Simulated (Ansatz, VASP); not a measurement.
TeH6C2 in VASP and in Ansatz

The input INCAR:

```
PREC = Accurate ; ENCUT = 520
EDIFF = 1E-6 ; ISMEAR = 0
SIGMA = 0.05 ; LREAL = F
LASPH = T ; NELM = 80
ALGO = Normal ; ISIF = 2
LWAVE = F ; LCHARG = T
LDIPOL = T ; IDIPOL = 3
DIPOL = 0.5 0.5 0.617 ; GGA = PE
IVDW = 12 ; LELF = T
LVHAR = T ; LVACPOTAV = T
NBANDS = 20
```

The input KPOINTS:

```
Automatic mesh
0
Gamma
  2 2 1
```

Contents of POSCAR:

```
TeH6C2
1.0
    9.6901346316      0.0000000000      0.0000000000
    0.0000000000      6.7788694381      0.0000000000
    0.0000000000      0.0000000000     26.1558812915
C Te H
2 1 6
Direct
    0.2951407841     -0.1988979417      0.6253161916
    0.5450939541      0.0960763049      0.6091175683
    0.3257761901      0.0962870232      0.5964094945
    0.3379398342     -0.2054897097      0.6640457107
    0.1834433416     -0.2241567952      0.6263227537
    0.3426839295     -0.3061496478      0.5993220787
    0.5631244059      0.1082797308      0.6502924275
    0.5886444440      0.2240525768      0.5890326365
    0.5855663244     -0.0447129395      0.5949493221
```

Input for Ansatz:

```yaml
crystal:
  lattice:
    - [9.6901346316, 0.0, 0.0]
    - [0.0, 6.7788694381, 0.0]
    - [0.0, 0.0, 26.1558812915]
  atoms:
    - { symbol: C, position: [0.2951407841, -0.1988979417, 0.6253161916] }
    - { symbol: Te, position: [0.3257761901, 0.0962870232, 0.5964094945] }
    - { symbol: C, position: [0.5450939541, 0.0960763049, 0.6091175683] }
    - { symbol: H, position: [0.3379398342, -0.2054897097, 0.6640457107] }
    - { symbol: H, position: [0.1834433416, -0.2241567952, 0.6263227537] }
    - { symbol: H, position: [0.3426839295, -0.3061496478, 0.5993220787] }
    - { symbol: H, position: [0.5631244059, 0.1082797308, 0.6502924275] }
    - { symbol: H, position: [0.588644444, 0.2240525768, 0.5890326365] }
    - { symbol: H, position: [0.5855663244, -0.0447129395, 0.5949493221] }
basis:
  ecutwfc: 420
kpoints:
  mp_grid: { grid: [2, 2, 1] }
hamiltonian:
  xc: pbe
  dispersion: d3bj
scf:
  occupations: { method: gaussian, width: 0.05 }
output:
  forces: true
  eigenvalues: true
  write_density: true
  volumetric_format: npy
efield:
  axis: 3
  dipole_correction: true
  ramp_width: 0.04
```

Alike in both runs: task single point; functional PBE; dispersion D3(BJ); k mesh 2 × 2 × 1; occupations gaussian, width 0.05 eV; no spin polarisation.

|  | VASP | Ansatz |
| --- | --- | --- |
| version | VASP 6.6.1 | Ansatz 0.2.0 |
| potentials or method | VASP PAW PBE potentials, release 64 (C, Te, H), cutoff 520 eV | scalar-relativistic, plane waves, PAW |
| valence electrons in the cell | 20 | 30 |

|  | VASP | Ansatz | Ansatz less VASP |
| --- | --- | --- | --- |
| gap on the k mesh at the Fermi level (eV) | 3.05 | 3.05 | -0.009 |
| rms of the force components (eV/Å) | 0.112 | 0.111 | -0.0012 |

VASP's potentials hold 20 valence electrons a cell and Ansatz's 30, so a difference there can come from the potentials and not from the codes.

The k mesh is coarse, so the values compare programs but aren't converged. Neither program's run includes spin-orbit coupling.
